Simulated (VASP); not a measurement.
BaTe:

```
CELL_PARAMETERS angstrom
4.24482 0.00000 0.00000
0.00000 4.24482 0.00000
0.00000 0.00000 4.24482
ATOMIC_POSITIONS crystal
Ba 0.00000 0.00000 0.00000
Te 0.50000 0.50000 0.50000
```

Base run:

| Item | Value |
| --- | --- |
| Program | VASP 6.6.1 |
| Functional | HSE06 |
| Potentials or basis | VASP PAW PBE potentials, release 64 (Ba_sv, Te) |
| Cutoff | 520 eV |
| k mesh | 4 × 4 × 4 |
| Occupations | gaussian, width 0.01 eV |
| Spin | no spin polarisation |

Its results: band gap on the k mesh 1.44 eV, indirect (least direct gap 1.65 eV); pressure 0.0 GPa.

The run is repeated on the same cell with these changes: functional from HSE06 to PBE-based global hybrid. What comes out?

Band gap on the k mesh 3.60 eV, indirect (least direct gap 3.81 eV); pressure -0.8 GPa.

Caveats: the PAW data sets were made with another functional, which shifts forces and pressure a little; spin-orbit coupling is left out, which moves the levels of the heavy elements.

A k mesh can miss the band edges.
